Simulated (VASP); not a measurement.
# SiNi (Pnma) in VASP: notebook, part 2 of 2

VASP 6.6.1. The steps go on from the part before.

### 4 Single point, PBE

This run uses another cell than the first one, of 12.22 Å³/atom, 1.042 times its volume.

Contents of INCAR:

```
ALGO     = Normal         # electronic algorithm
EDIFF    = 1E-6           # SCF threshold, eV
ENCUT    = 520            # plane-wave cutoff, eV
GGA      = PE             # functional
ISIF     = 2              # what is computed and relaxed
ISMEAR   = 0              # smearing method
LASPH    = True           # aspherical terms in the spheres
LCHARG   = True           # write CHGCAR
LELF     = True           # ELF
LREAL    = False          # projectors in reciprocal space
LVHAR    = True         
LWAVE    = False          # write WAVECAR
NBANDS   = 38             # bands
NELM     = 60             # most SCF steps
PREC     = Accurate       # precision mode
SIGMA    = 0.05           # smearing width, eV
```

Contents of KPOINTS:

```
k-points
0
Gamma
  8 10 6
```

Contents of POSCAR:

```
SiNi
1.0
    5.1512635175      0.0000000000      0.0000000000
    0.0000000000      3.3777567876      0.0000000000
    0.0000000000      0.0000000000      5.6187264731
Si Ni
4 4
Direct
    0.3213548306      0.7500000000      0.0841685872
    0.1786451694      0.2500000000      0.5841685872
    0.8213548306      0.7500000000      0.4158314128
    0.6786451694      0.2500000000      0.9158314128
    0.0083050210      0.2500000000      0.1884531108
    0.4916949790      0.7500000000      0.6884531108
    0.5083050210      0.2500000000      0.3115468892
    0.9916949790      0.7500000000      0.8115468892
```

Potentials or basis: VASP PAW PBE potentials, release 64 (Si, Ni).

Started as:

```
> cat potpaw_PBE.64/Si/POTCAR potpaw_PBE.64/Ni/POTCAR > POTCAR
> mpirun -np 1 vasp_std > vasp.out
```

OUTCAR:

```text
EDIFF = 1E-6
   ENCUT = 520
   GGA = PE
   ISIF = 2
   ISMEAR = 0
   LASPH = True
   LREAL = False
   NELM = 60
   PREC = Accurate

 ion  position               nearest neighbor table
   1  0.321  0.750  0.084-   8 2.29   7 2.33   7 2.33   6 2.39   5 2.41   5 2.41   4 2.67   4 2.67

   2  0.179  0.250  0.584-   7 2.29   8 2.33   8 2.33   5 2.39   6 2.41   6 2.41   3 2.67   3 2.67

   3  0.821  0.750  0.416-   6 2.29   5 2.33   5 2.33   8 2.39   7 2.41   7 2.41   2 2.67   2 2.67

   4  0.679  0.250  0.916-   5 2.29   6 2.33   6 2.33   7 2.39   8 2.41   8 2.41   1 2.67   1 2.67

   5  0.008  0.250  0.188-   4 2.29   3 2.33   3 2.33   2 2.39   1 2.41   1 2.41   7 2.67   7 2.67
                             8 2.71   8 2.71
   6  0.492  0.750  0.688-   3 2.29   4 2.33   4 2.33   1 2.39   2 2.41   2 2.41   8 2.67   8 2.67
                             7 2.71   7 2.71
   7  0.508  0.250  0.312-   2 2.29   1 2.33   1 2.33   4 2.39   3 2.41   3 2.41   5 2.67   5 2.67
                             6 2.71   6 2.71
   8  0.992  0.750  0.812-   1 2.29   2 2.33   2 2.33   3 2.39   4 2.41   4 2.41   6 2.67   6 2.67
                             5 2.71   5 2.71
[... 209 lines left out ...]
  band No.  band energies     occupation
      1      -2.6192      2.00000
      2       0.7052      2.00000
      3       1.9852      2.00000
      4       2.5741      2.00000
      5       3.8686      2.00000
      6       4.3357      2.00000
[... 973 lines left out ...]
     37      16.2489      0.00000
     38      16.8329      0.00000

 [... further k-points ...]

------------------------ aborting loop because EDIFF is reached ----------------------------------------

  FORCE on cell =-STRESS in cart. coord.  units (eV):
  Direction    XX          YY          ZZ          XY          YZ          ZX
  --------------------------------------------------------------------------------------
  -------------------------------------------------------------------------------------
  Total        0.0179970     -0.0498714      0.0209827     -0.0000000      0.0000000      0.0000000
  in kB        0.2949376     -0.8173020      0.3438674     -0.0000000      0.0000000      0.0000000
  external PRESSURE =      -0.0594990 kB  Pullay stress =       0.0000000 kB

 VOLUME and BASIS-vectors are now :
 -----------------------------------------------------------------------------
  energy-cutoff  :      520.00
  volume of cell :       97.76
      direct lattice vectors                 reciprocal lattice vectors
     5.151263518  0.000000000  0.000000000     0.194127130  0.000000000  0.000000000
     0.000000000  3.377756788  0.000000000     0.000000000  0.296054471  0.000000000
     0.000000000  0.000000000  5.618726473     0.000000000  0.000000000  0.177976274

 POSITION                                       TOTAL-FORCE (eV/Angst)
 -----------------------------------------------------------------------------------
      1.65538      2.53332      0.47292         0.000904     -0.000000      0.004317
      0.92025      0.84444      3.28228        -0.000904     -0.000000      0.004317
      4.23102      2.53332      2.33644         0.000904      0.000000     -0.004317
      3.49588      0.84444      5.14581        -0.000904     -0.000000     -0.004317
      0.04278      0.84444      1.05887         0.011178      0.000000     -0.001608
      2.53285      2.53332      3.86823        -0.011178      0.000000     -0.001608
      2.61841      0.84444      1.75050         0.011178     -0.000000      0.001608
      5.10848      2.53332      4.55986        -0.011178     -0.000000      0.001608
 -----------------------------------------------------------------------------------
    total drift:                                0.000000      0.000000     -0.000000

  FREE ENERGIE OF THE ION-ELECTRON SYSTEM (eV)
  ---------------------------------------------------
  free  energy   TOTEN  =       -47.6052606166 eV

  energy  without entropy=      -47.6032440711  energy(sigma->0) =      -47.60425234
```

Run time: 7.5 min. Hardware: 1 thread of Intel Xeon 6975P-C, shared host; peak memory 0.45 GiB.

What came out:

```
Free energy            : -47.6053 eV
Pressure               : 0.0 GPa
Largest force          : 0.011 eV/Å
Band gap on the k mesh : zero (band 28 reaches 11.35 eV, above the bottom of band 29 at 9.54 eV)
```

Forces on the atoms (eV/Å):
```
Si   0.001  0.000  0.004
Si  -0.001  0.000  0.004
Si   0.001  0.000 -0.004
Si  -0.001  0.000 -0.004
Ni   0.011  0.000 -0.002
Ni  -0.011  0.000 -0.002
Ni   0.011  0.000  0.002
Ni  -0.011  0.000  0.002
```

Spin polarisation is off, so any magnetic state and its effect on volume and gap are missing.

### 5 Summary

| cell | gap on the mesh (eV) | pressure (GPa) | largest force (eV/Å) |
| --- | --- | --- | --- |
| a = 5.085, b = 3.342, c = 5.522 Å, 8 atoms | none | 7.4 | 0.01 |
| a = 5.119, b = 3.360, c = 5.571 Å, 8 atoms | none | 3.5 | 0.01 |
| a = 5.151, b = 3.378, c = 5.619 Å, 8 atoms | none | 0.0 | 0.01 |

Alike in all rows: task single point; level PBE; potentials or basis VASP PAW PBE potentials, release 64 (Si, Ni); no spin polarisation; k mesh 8 × 10 × 6; cutoff (eV) 520; smearing gaussian 0.05 eV.

Total energies depend on the potentials used, so only differences within one code and one set of settings carry meaning.
